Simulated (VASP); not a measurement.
# SiO2 (I-42d) in VASP: notebook

SiO2 is run at these levels: PBEsol; tasks: electric field gradients.

Program: VASP 6.6.1. These are calculated values, not measurements. Logs are shortened: lines on timing, memory, paths and dates and some standing lists are left out, and cuts for length are marked.

## Step 1: The cell of the first run

The structure is tetragonal, space group I-42d (No. 122). Conventional cell: a = 4.780 Å, b = 4.780 Å, c = 7.538 Å, α = 90.00°, β = 90.00°, γ = 90.00°. Within 2.2 Å of Si (site symmetry -4) lie 4 O at 1.63 Å. O (site symmetry 2) has 2 Si at 1.63 Å within 2.2 Å.

## Step 2: Electric field gradients, PBEsol (14.35 Å³/atom)

File INCAR:

```
SYSTEM = SiO2
PREC = Accurate ; ENCUT = 520
EDIFF = 1E-8 ; ISMEAR = -1
SIGMA = 0.03 ; LREAL = .FALSE.
LASPH = .TRUE. ; NELM = 80
ALGO = Normal ; ISIF = 2
LWAVE = .FALSE. ; LCHARG = .FALSE.
GGA = PS ; LEFG = .TRUE.
NBANDS = 25
```

File KPOINTS:

```
Automatic mesh
0
G
  7 7 7
  0 0 0
```

File POSCAR:

```
SiO2
1.0
   -2.3897726436      2.3897726436      3.7687954246
    2.3897726436     -2.3897726436      3.7687954246
    2.3897726436      2.3897726436     -3.7687954246
Si O
2 4
Direct
    0.0000000000      0.0000000000      0.0000000000
    0.7500000000      0.2500000000      0.5000000000
    0.9983800000      0.6250000000      0.8733800000
    0.3750000000      0.2483800000      0.3733800000
    0.7516200000      0.1250000000      0.1266200000
    0.8750000000      0.0016200000      0.6266200000
```

Potentials or basis: VASP PAW PBE potentials, release 64 (Si, O).

Command:

```console
> cat potpaw_PBE.64/Si/POTCAR potpaw_PBE.64/O/POTCAR > POTCAR
> mpirun -np 1 vasp_std > vasp.out
```

OUTCAR:

```text
SYSTEM = SiO2
   PREC = Accurate
   ENCUT = 520
   EDIFF = 1E-8
   ISMEAR = -1
   LREAL = .FALSE.
   LASPH = .TRUE.
   NELM = 80
   ISIF = 2
   GGA = PS

 ion  position               nearest neighbor table
   1  0.000  0.000  0.000-   3 1.63   4 1.63   5 1.63   6 1.63   2 3.04   2 3.04   2 3.04   2 3.04

   2  0.750  0.250  0.500-   4 1.63   3 1.63   6 1.63   5 1.63   1 3.04   1 3.04   1 3.04   1 3.04

   3  0.998  0.625  0.873-   1 1.63   2 1.63
   4  0.375  0.248  0.373-   2 1.63   1 1.63
   5  0.752  0.125  0.127-   1 1.63   2 1.63
   6  0.875  0.002  0.627-   2 1.63   1 1.63

  LATTYP: Found a body centered tetragonal cell.
 ALAT       =     4.7795452872
 C/A-ratio  =     1.5770518734

  Lattice vectors:

 A1 = (  -2.3897726436,   2.3897726436,   3.7687954246)
 A2 = (   2.3897726436,  -2.3897726436,   3.7687954246)
 A3 = (   2.3897726436,   2.3897726436,  -3.7687954246)

Analysis of symmetry for initial positions (statically):
=====================================================================
 Subroutine PRICEL returns:
 Original cell was already a primitive cell.

 Routine SETGRP: Setting up the symmetry group for a
 body centered tetragonal supercell.

 Subroutine GETGRP returns: Found  8 space group operations
 (whereof  4 operations were pure point group operations)
 out of a pool of 16 trial point group operations.

The static configuration has the point symmetry S_4 .
 The point group associated with its full space group is D_2d.

Analysis of symmetry for dynamics (positions and initial velocities):
=====================================================================
 Subroutine PRICEL returns:
 Original cell was already a primitive cell.

 Routine SETGRP: Setting up the symmetry group for a
 body centered tetragonal supercell.

 Subroutine GETGRP returns: Found  8 space group operations
 (whereof  4 operations were pure point group operations)
 out of a pool of 16 trial point group operations.

The dynamic configuration has the point symmetry S_4 .
 The point group associated with its full space group is D_2d.

 Subroutine INISYM returns: Found  8 space group operations
 (whereof  4 operations are pure point group operations),
 and found     1 'primitive' translations

----------------------------------------------------------------------------------------

                                     Primitive cell

  volume of cell :      86.0946

  direct lattice vectors                    reciprocal lattice vectors
    -2.389772644  2.389772644  3.768795425     0.000000000  0.209224924  0.132668384
     2.389772644 -2.389772644  3.768795425     0.209224924  0.000000000  0.132668384
     2.389772644  2.389772644 -3.768795425     0.209224924  0.209224924  0.000000000

  length of vectors
     5.062197698  5.062197698  5.062197698     0.247741739  0.247741739  0.295888725

  position of ions in fractional coordinates (direct lattice)
     0.000000000  0.000000000  0.000000000
     0.750000000  0.250000000  0.500000000
     0.998380000  0.625000000  0.873380000
     0.375000000  0.248380000  0.373380000
     0.751620000  0.125000000  0.126620000
     0.875000000  0.001620000  0.626620000

  ion indices of the primitive-cell ions
   primitive index   ion index
                 1           1
                 2           2
                 3           3
                 4           4
                 5           5
                 6           6

----------------------------------------------------------------------------------------

 KPOINTS: Automatic mesh

Automatic generation of k-mesh.
 Grid dimensions read from file:
[... 57 lines left out ...]
   ISTART =      0    job   : 0-new  1-cont  2-samecut
   ICHARG =      2    charge: 1-file 2-atom 10-const
   ISPIN  =      1    spin polarized calculation?
   LNONCOLLINEAR =      F non collinear calculations
   LSORBIT =      F    spin-orbit coupling
   LASPH  =      T    aspherical Exc in radial PAW
   ENCUT  =  520.0 eV  38.22 Ry    6.18 a.u.   9.41  9.41  9.41*2*pi/ulx,y,z
   NELM   =     80;   NELMIN=  2; NELMDL= -5     # of ELM steps
   EDIFF  = 0.1E-07   stopping-criterion for ELM
   LREAL  =      F    real-space projection
   EDIFFG = 0.1E-06   stopping-criterion for IOM
   NSW    =      0    number of steps for IOM
   IBRION =     -1    ionic relax: 0-MD 1-quasi-New 2-CG
   NFREE  =      0    steps in history (QN), initial steepest desc. (CG)
   ISIF   =      2    stress and relaxation
   ISYM   =      2    0-nonsym 1-usesym 2-fastsym
   POTIM  = 0.5000    time-step for ionic-motion
   TEBEG  =    0.0;   TEEND  =   0.0 temperature during run
   PSTRESS=    0.0 pullay stress
   NELECT =      32.0000    total number of electrons
   NUPDOWN=      -1.0000    fix difference up-down
   EMIN   =  10.00;   EMAX   =-10.00  energy-range for DOS
   EFERMI =   0.00;   METHOD = LEGACY
   ISMEAR =    -1;   SIGMA  =   0.03  broadening in eV -4-tet -1-fermi 0-gaus
   EFERMI_NEDOS =   21; number of points for ismear=-14 and -15
   IALGO  =     38    algorithm
   IMIX   =      4    mixing-type and parameters
     AMIX     =   0.40;   BMIX     =  1.00
     AMIX_MAG =   1.60;   BMIX_MAG =  1.00
  volume/ion in A,a.u.               =      14.35        96.83
  Fermi-wavevector in a.u.,A,eV,Ry     =   1.177063  2.224326 18.850552  1.385476
  Thomas-Fermi vector in A             =   2.313416
   LORBIT       =      0    0 simple, 1 ext, 2 COOP (PROOUT), +10 PAW based schemes
   GGA     = PS    functional components
   LHFCALC =     F    Hartree Fock is set to
   AEXX    =    0.0000 exact exchange contribution
   IVDW    =     0    specifies the selected vdW correction
   LEPSILON=     F    determine dielectric tensor
   LRPA    =     F    only Hartree local field effects (RPA)
 non-spin polarized calculation
  energy-cutoff  :      520.00
  volume of cell :       86.09
 maximum number of plane-waves:      2335
 NGX is ok and might be reduce to    40
   NGX = 19   NGY = 19   NGZ = 19

 number of electron      32.0000015 magnetization

 Free energy of the ion-electron system (eV)
  ---------------------------------------------------
  ext. energy  EPLUGINS =         0.00000000
  ---------------------------------------------------
  free energy    TOTEN  =       -49.29960443 eV

  energy without entropy =      -49.29960443  energy(sigma->0) =      -49.29960443

 E-fermi :   0.3466     XC(G=0):  -8.6274

 val. band max:       -0.3261802180   @ k =   0.0000   0.0000   0.0000
 cond. band min:       5.5129750436   @ k =   0.0000   0.0000   0.0000
 fundamental gap:      5.8391552616
 Fermi energy:         0.3466319784

 k-point     1 :       0.0000    0.0000    0.0000
  band No.  band energies     occupation
      1     -19.2688      2.00000
      2     -17.1796      2.00000
      3     -17.1597      2.00000
      4     -17.1597      2.00000
      5      -9.1007      2.00000
      6      -5.5644      2.00000
[... 661 lines left out ...]
     24      12.3746      0.00000
     25      12.7030      0.00000

 [... further k-points ...]

------------------------ aborting loop because EDIFF is reached ----------------------------------------

  FORCE on cell =-STRESS in cart. coord.  units (eV):
  Direction    XX          YY          ZZ          XY          YZ          ZX
  --------------------------------------------------------------------------------------
  -------------------------------------------------------------------------------------
  Total       -0.5192275     -0.5192275     -1.6130898      0.0000000     -0.0000000      0.0000000
  in kB       -9.6625676     -9.6625676    -30.0188055      0.0000000     -0.0000000      0.0000000
  external PRESSURE =     -16.4479803 kB  Pullay stress =       0.0000000 kB

 VOLUME and BASIS-vectors are now :
 -----------------------------------------------------------------------------
  energy-cutoff  :      520.00
  volume of cell :       86.09
      direct lattice vectors                 reciprocal lattice vectors
    -2.389772644  2.389772644  3.768795425     0.000000000  0.209224924  0.132668384
     2.389772644 -2.389772644  3.768795425     0.209224924  0.000000000  0.132668384
     2.389772644  2.389772644 -3.768795425     0.209224924  0.209224924  0.000000000

 POSITION                                       TOTAL-FORCE (eV/Angst)
 -----------------------------------------------------------------------------------
      0.00000      0.00000      0.00000        -0.000000      0.000000      0.000000
      0.00000      2.38977      1.88440        -0.000000      0.000000     -0.000000
      1.19489      2.97947      2.82660        -0.000000     -0.222914      0.000000
      0.58970      1.19489      0.94220        -0.222914      0.000000      0.000000
     -1.19489      1.80007      2.82660        -0.000000      0.222914      0.000000
     -0.58970      3.58466      0.94220         0.222914      0.000000      0.000000
 -----------------------------------------------------------------------------------
    total drift:                                0.000002      0.000002      0.000002

  FREE ENERGIE OF THE ION-ELECTRON SYSTEM (eV)
  ---------------------------------------------------
  free  energy   TOTEN  =       -49.2996044257 eV

  energy  without entropy=      -49.2996044257  energy(sigma->0) =      -49.29960443

 Electric field gradients (V/A^2)
---------------------------------------------------------------------
 ion       V_xx      V_yy      V_zz      V_xy      V_xz      V_yz
---------------------------------------------------------------------
   1       2.957     2.956    -5.913    -0.000    -0.000    -0.000
   2       2.956     2.957    -5.913    -0.000    -0.000    -0.000
   3      28.271   -28.489     0.218     0.003    70.953     0.002
   4     -28.489    28.271     0.218     0.003     0.002    70.953
   5      28.272   -28.490     0.218     0.003   -70.947     0.002
   6     -28.490    28.272     0.218     0.003     0.002   -70.947
---------------------------------------------------------------------

 Electric field gradients after diagonalization (V/A^2)
 (convention: |V_zz| > |V_xx| > |V_yy|)
----------------------------------------------------------------------
 ion       V_xx      V_yy      V_zz     asymmetry (V_yy - V_xx)/ V_zz
----------------------------------------------------------------------
   1       2.957     2.956    -5.913       0.000
   2       2.957     2.956    -5.913       0.000
   3     -58.081   -28.489    86.570       0.342
   4     -58.081   -28.489    86.570       0.342
   5     -58.076   -28.490    86.566       0.342
   6     -58.076   -28.490    86.566       0.342
----------------------------------------------------------------------

           NMR quadrupolar parameters

 Cq : quadrupolar parameter    Cq=e*Q*V_zz/h
 eta: asymmetry parameters     (V_yy - V_xx)/ V_zz
 Q  : nuclear electric quadrupole moment in mb (millibarn)
----------------------------------------------------------------------
 ion       Cq(MHz)       eta       Q (mb)
----------------------------------------------------------------------
   1      -0.014       0.000       1.000
   2      -0.014       0.000       1.000
   3       0.209       0.342       1.000
   4       0.209       0.342       1.000
   5       0.209       0.342       1.000
   6       0.209       0.342       1.000
----------------------------------------------------------------------
```

Wall time 3 min (1 thread of Intel Xeon 8259CL, shared host); peak memory 0.26 GiB.

Results:

```
Free energy                             : -49.2996 eV
Pressure                                : -1.6 GPa
Largest force                           : 0.223 eV/Å
Band gap on the k mesh                  : 5.84 eV
Largest electric field gradient by atom : Si -5.9; O +86.6 V/Å²
```

Forces in eV/Å, atoms in the order of the input:
```
Si   0.000  0.000  0.000
Si   0.000  0.000  0.000
O    0.000 -0.223  0.000
O   -0.223  0.000  0.000
O    0.000  0.223  0.000
O    0.223  0.000  0.000
```

Stress tensor (GPa, compression positive):
```
-0.97  0.00  0.00
 0.00 -0.97  0.00
 0.00  0.00 -3.00
```

Electric field gradients, principal values (V/Å²):
```tsv
atom	least	middle	greatest (by size)
1 Si	2.956	2.957	-5.913
2 Si	2.956	2.957	-5.913
3 O	-28.489	-58.081	86.570
4 O	-28.489	-58.081	86.570
5 O	-28.490	-58.076	86.566
6 O	-28.490	-58.076	86.566
```

Caveat: without QUAD_EFG the Cq values of the log hold for a quadrupole moment of 1 mb, not for the nuclei; the PAW data sets were made with another functional, which shifts forces and pressure a little. A k mesh can miss the band edges.

## Step 3: Electric field gradients, PBEsol (14.63 Å³/atom)

This run uses another cell than the first one, of 14.63 Å³/atom.

File INCAR:

```
SYSTEM = SiO2
  ALGO = Normal
  EDIFF = 1E-8
  ENCUT = 520
  GGA = PS
  ISIF = 2
  ISMEAR = -1
  LASPH = .TRUE.
  LCHARG = .FALSE.
  LEFG = .TRUE.
  LREAL = .FALSE.
  LWAVE = .FALSE.
  NBANDS = 25
  NELM = 80
  PREC = Accurate
  SIGMA = 0.03
```

File KPOINTS:

```
k-points
0
G
  7 7 7
  0 0 0
```

Edit POSCAR of step 2 so:

```diff
@@ -2,5 +2,5 @@
 1.0
-   -2.3897726436      2.3897726436      3.7687954246
-    2.3897726436     -2.3897726436      3.7687954246
-    2.3897726436      2.3897726436     -3.7687954246
+   -2.4052910826      2.4052910826      3.7932688079
+    2.4052910826     -2.4052910826      3.7932688079
+    2.4052910826      2.4052910826     -3.7932688079
 Si O
```

Potentials or basis: VASP PAW PBE potentials, release 64 (Si, O).

Command:

```console
> cat potpaw_PBE.64/Si/POTCAR potpaw_PBE.64/O/POTCAR > POTCAR
> mpirun -np 1 vasp_std > vasp.out
```

OUTCAR:

```text
SYSTEM = SiO2
   EDIFF = 1E-8
   ENCUT = 520
   GGA = PS
   ISIF = 2
   ISMEAR = -1
   LASPH = .TRUE.
   LREAL = .FALSE.
   NELM = 80
   PREC = Accurate

 ion  position               nearest neighbor table
   1  0.000  0.000  0.000-   4 1.64   3 1.64   5 1.64   6 1.64   2 3.06   2 3.06   2 3.06   2 3.06

   2  0.750  0.250  0.500-   3 1.64   4 1.64   5 1.64   6 1.64   1 3.06   1 3.06   1 3.06   1 3.06

   3  0.998  0.625  0.873-   2 1.64   1 1.64
   4  0.375  0.248  0.373-   1 1.64   2 1.64
   5  0.752  0.125  0.127-   1 1.64   2 1.64
   6  0.875  0.002  0.627-   1 1.64   2 1.64

  LATTYP: Found a body centered tetragonal cell.
 ALAT       =     4.8105821652
 C/A-ratio  =     1.5770518734

  Lattice vectors:

 A1 = (  -2.4052910826,   2.4052910826,   3.7932688079)
 A2 = (   2.4052910826,  -2.4052910826,   3.7932688079)
 A3 = (   2.4052910826,   2.4052910826,  -3.7932688079)

Analysis of symmetry for initial positions (statically):
=====================================================================
 Subroutine PRICEL returns:
 Original cell was already a primitive cell.

 Routine SETGRP: Setting up the symmetry group for a
 body centered tetragonal supercell.

 Subroutine GETGRP returns: Found  8 space group operations
 (whereof  4 operations were pure point group operations)
 out of a pool of 16 trial point group operations.

The static configuration has the point symmetry S_4 .
 The point group associated with its full space group is D_2d.

Analysis of symmetry for dynamics (positions and initial velocities):
=====================================================================
[... 854 lines left out ...]
  Total       -2.1434700     -2.1434700     -3.3101030      0.0000000     -0.0000000      0.0000000
  in kB      -39.1218248    -39.1218248    -60.4147789      0.0000000     -0.0000000      0.0000000
  external PRESSURE =     -46.2194762 kB  Pullay stress =       0.0000000 kB

 VOLUME and BASIS-vectors are now :
 -----------------------------------------------------------------------------
  energy-cutoff  :      520.00
  volume of cell :       87.78
      direct lattice vectors                 reciprocal lattice vectors
    -2.405291083  2.405291083  3.793268808     0.000000000  0.207875048  0.131812435
     2.405291083 -2.405291083  3.793268808     0.207875048  0.000000000  0.131812435
     2.405291083  2.405291083 -3.793268808     0.207875048  0.207875048  0.000000000

 POSITION                                       TOTAL-FORCE (eV/Angst)
 -----------------------------------------------------------------------------------
      0.00000      0.00000      0.00000         0.000000      0.000000      0.000000
      0.00000      2.40529      1.89663        -0.000000      0.000000     -0.000000
      1.20265      2.99882      2.84495         0.000000     -0.452786      0.000000
      0.59353      1.20265      0.94832        -0.452786      0.000000      0.000000
     -1.20265      1.81176      2.84495         0.000000      0.452786     -0.000000
     -0.59353      3.60794      0.94832         0.452786      0.000000     -0.000000
 -----------------------------------------------------------------------------------
    total drift:                                0.000001      0.000001      0.000001

  FREE ENERGIE OF THE ION-ELECTRON SYSTEM (eV)
  ---------------------------------------------------
  free  energy   TOTEN  =       -49.2684029412 eV

  energy  without entropy=      -49.2684029411  energy(sigma->0) =      -49.26840294

 Electric field gradients (V/A^2)
---------------------------------------------------------------------
 ion       V_xx      V_yy      V_zz      V_xy      V_xz      V_yz
---------------------------------------------------------------------
   1       3.002     3.002    -6.004    -0.000    -0.000    -0.000
   2       3.002     3.002    -6.004    -0.000    -0.000    -0.000
   3      29.171   -29.249     0.078     0.003    73.619     0.002
   4     -29.249    29.171     0.078     0.003     0.002    73.619
   5      29.172   -29.250     0.078     0.003   -73.615     0.002
   6     -29.250    29.172     0.078     0.003     0.002   -73.615
---------------------------------------------------------------------

 Electric field gradients after diagonalization (V/A^2)
 (convention: |V_zz| > |V_xx| > |V_yy|)
----------------------------------------------------------------------
 ion       V_xx      V_yy      V_zz     asymmetry (V_yy - V_xx)/ V_zz
----------------------------------------------------------------------
   1       3.003     3.001    -6.004       0.000
   2       3.003     3.001    -6.004       0.000
   3     -60.418   -29.249    89.667       0.348
   4     -60.418   -29.249    89.667       0.348
   5     -60.413   -29.250    89.663       0.348
   6     -60.413   -29.250    89.663       0.348
----------------------------------------------------------------------

           NMR quadrupolar parameters

 Cq : quadrupolar parameter    Cq=e*Q*V_zz/h
 eta: asymmetry parameters     (V_yy - V_xx)/ V_zz
 Q  : nuclear electric quadrupole moment in mb (millibarn)
----------------------------------------------------------------------
 ion       Cq(MHz)       eta       Q (mb)
----------------------------------------------------------------------
   1      -0.015       0.000       1.000
   2      -0.015       0.000       1.000
   3       0.217       0.348       1.000
   4       0.217       0.348       1.000
   5       0.217       0.348       1.000
   6       0.217       0.348       1.000
----------------------------------------------------------------------
```

Run time: 3.3 min. Hardware: 1 thread of Intel Xeon 8259CL, shared host; peak memory 0.26 GiB.

Results:

```
Free energy                             : -49.2684 eV
Pressure                                : -4.6 GPa
Largest force                           : 0.453 eV/Å
Band gap on the k mesh                  : 5.70 eV
Largest electric field gradient by atom : Si -6.0; O +89.7 V/Å²
```

Forces in eV/Å, atoms in the order of the input:
```
Si   0.000  0.000  0.000
Si   0.000  0.000  0.000
O    0.000 -0.453  0.000
O   -0.453  0.000  0.000
O    0.000  0.453  0.000
O    0.453  0.000  0.000
```

Stress tensor (GPa, compression positive):
```
-3.91  0.00  0.00
 0.00 -3.91  0.00
 0.00  0.00 -6.04
```

Levels at points of the mesh, in eV from the valence-band top:
| k point | band 13 | band 14 | band 15 | band 16 | band 17 | band 18 | band 19 | band 20 |
| --- | --- | --- | --- | --- | --- | --- | --- | --- |
| (0.00, 0.00, 0.00) | -1.28 | -1.05 | 0.00 | 0.00 | 5.70 | 8.42 | 10.86 | 10.86 |

Electric field gradients, principal values (V/Å²):
```
atom    least   middle  greatest (by size)
1 Si    3.001    3.003              -6.004
2 Si    3.001    3.003              -6.004
 3 O  -29.249  -60.418              89.667
 4 O  -29.249  -60.418              89.667
 5 O  -29.250  -60.413              89.663
 6 O  -29.250  -60.413              89.663
```

Caveat: the cell stands under tension; without QUAD_EFG the Cq values of the log hold for a quadrupole moment of 1 mb, not for the nuclei; the PAW data sets were made with another functional, which shifts forces and pressure a little.

(Part 1 of 2 ends here.)
